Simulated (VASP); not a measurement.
Runs of VASP 6.6.1 on Sn. The typed cell holds 2 atoms: a = 4.507 Å, b = 4.507 Å, c = 4.504 Å, α = 97.25°, β = 97.25°, γ = 138.32°. 

```tsv
k mesh	smearing	gap on the mesh (eV)	pressure (GPa)	largest force (eV/Å)
4 × 4 × 3	fermi-dirac 0.1 eV	none	0.4	(a)
6 × 6 × 4	fermi-dirac 0.1 eV	none	-0.1	0.04
11 × 11 × 8	fermi-dirac 0.1 eV	none	-0.1	-
9 × 9 × 6	fermi-dirac 0.1 eV	none	0.0	0.01
11 × 11 × 8	methfessel-paxton 0.01 eV	none	-0.1	0.01
```

Alike in all rows: task single point; level PBE; potentials or basis VASP PAW PBE potentials, release 64 (Sn_d); no spin polarisation; cell as given; cutoff (eV) 520.

Fill in the values left out.

(a) 0.09.

Caveats: some runs use coarse meshes; spin-orbit coupling is left out, which moves the levels of the heavy elements.

A k mesh can miss the band edges, and the runs leave out spin-orbit coupling on Sn.

A gap of «none» marks levels without a gap at the run's occupations.
